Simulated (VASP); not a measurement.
Wanted: the native input for a VASP 6.6.1 run.

```
Task                   : single point
Functional             : r2SCAN
Potentials or basis    : VASP PAW PBE potentials, release 64 (Ba_sv, Zr_sv, O)
Cutoff                 : 520 eV
k mesh                 : 6 × 6 × 6
Occupations            : gaussian, width 0.05 eV
Spin                   : no spin polarisation
Dipole correction      : no
Further INCAR settings : ALGO = Normal; EDIFF = 1e-06; NBANDS = 28
```

Crystal: BaZrO3.

```
Ba Zr O
1.0
     4.20505    0.00000    0.00000
     0.00000    4.20505    0.00000
     0.00000    0.00000    4.20505
Ba Zr O
1 1 3
Direct
  0.00000 0.00000 0.00000
  0.50000 0.50000 0.50000
  0.00000 0.50000 0.50000
  0.50000 0.50000 0.00000
  0.50000 0.00000 0.50000
```

One way to write it, as run:

POSCAR

```
BaZrO3
1.0
    4.2050464628      0.0000000000      0.0000000000
    0.0000000000      4.2050464628      0.0000000000
    0.0000000000      0.0000000000      4.2050464628
Ba Zr O
1 1 3
Direct
    0.0000000000      0.0000000000      0.0000000000
    0.5000000000      0.5000000000      0.5000000000
    0.0000000000      0.5000000000      0.5000000000
    0.5000000000      0.5000000000      0.0000000000
    0.5000000000      0.0000000000      0.5000000000
```

INCAR.step1

```
  PREC = Accurate
  ENCUT = 520
  ISMEAR = 0
  SIGMA = 0.05
  LREAL = False
  LASPH = True
  NELM = 60
  NBANDS = 28
  GGA = PE
  ALGO = Normal
  EDIFF = 1E-4
  LWAVE = True
  LCHARG = False
```

INCAR.step2

```
  PREC = Accurate
  ENCUT = 520
  EDIFF = 1E-6
  ISMEAR = 0
  SIGMA = 0.05
  LREAL = False
  LASPH = True
  NELM = 60
  ALGO = Normal
  ISIF = 2
  LWAVE = False
  LCHARG = False
  METAGGA = R2SCAN
  LMIXTAU = True
  NBANDS = 28
  ISTART = 1
```

KPOINTS

```
regular mesh
0
Gamma
  6 6 6
```

Potentials or basis: VASP PAW PBE potentials, release 64 (Ba_sv, Zr_sv, O).

Launch:

```console
$ cat potpaw_PBE.64/Ba_sv/POTCAR potpaw_PBE.64/Zr_sv/POTCAR potpaw_PBE.64/O/POTCAR > POTCAR
$ cp INCAR.step1 INCAR
$ mpirun -np 1 vasp_std > vasp.out
$ cp INCAR.step2 INCAR
$ mpirun -np 1 vasp_std > vasp.out
```

It gave:

```yaml
Pressure: 1.0 GPa
Band_gap_on_the_k_mesh: 3.68 eV (least direct gap 3.93 eV)
```

Caveat: the PAW data sets were made with another functional, which shifts forces and pressure a little; spin-orbit coupling is left out, which moves the levels of the heavy elements.

Wall time 3.5 min on 1 thread of Intel Xeon 8259CL, with other jobs on the host, peak memory 0.21 GiB.
